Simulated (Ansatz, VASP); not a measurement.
**Two plane-wave programs on Sc**

INCAR

```
  ALGO = Normal
  EDIFF = 1E-6
  ENCUT = 520
  GGA = PS
  ISIF = 2
  ISMEAR = -1
  LASPH = True
  LCHARG = False
  LREAL = False
  LWAVE = False
  NBANDS = 18
  NELM = 100
  PREC = Accurate
  SIGMA = 0.1
```

File KPOINTS:

```
k-points
0
Gamma
  18 18 10
```

The input POSCAR:

```
Sc
1.0
    3.2753416026      0.0000000000      0.0000000000
   -1.6376708013      2.8365290339      0.0000000000
    0.0000000000      0.0000000000      5.1053566628
Sc
2
Direct
    0.3333333333      0.6666666667      0.2500000000
    0.6666666667      0.3333333333      0.7500000000
```

Input for Ansatz:

```yaml
crystal:
  lattice:
    - [3.2753416026, 0.0, 0.0]
    - [-1.6376708013, 2.8365290339, 0.0]
    - [0.0, 0.0, 5.1053566628]
  atoms:
    - { symbol: Sc, position: [0.3333333333, 0.6666666667, 0.25] }
    - { symbol: Sc, position: [0.6666666667, 0.3333333333, 0.75] }
hamiltonian:
  xc: pbesol
  pseudopotentials:
    kind: paw
    azcp:
      Sc: "pseudopotentials/Sc.paw.azcp"
basis:
  ecutwfc: 420
  fft_grid_basis: typed
kpoints:
  mp_grid: { grid: [18, 18, 10], shift: [0, 0, 0] }
magnetization:
  spin_polarized: false
scf:
  occupations: { method: fermi_dirac, width: 0.1 }
output:
  stress: true
```

Alike in both runs: task single point; functional PBEsol; k mesh 18 × 18 × 10; occupations fermi-dirac, width 0.1 eV; no spin polarisation.

|  | VASP | Ansatz |
| --- | --- | --- |
| version | VASP 6.6.1 | Ansatz 0.2.0 |
| potentials or method | VASP PAW PBE potentials, release 64 (Sc_sv), cutoff 520 eV | plane waves (420 eV) with PAW, scalar-relativistic |
| valence electrons in the cell | 22 | 22 |

|  | VASP | Ansatz | Ansatz less VASP |
| --- | --- | --- | --- |
| pressure (GPa) | 0.0 | 0.0 | 0.00 |

VASP's potentials were made for PBE, not for PBEsol, and Ansatz warns of the same on its side. With one functional, cell and mesh, what is left measures potentials, basis and numerics.
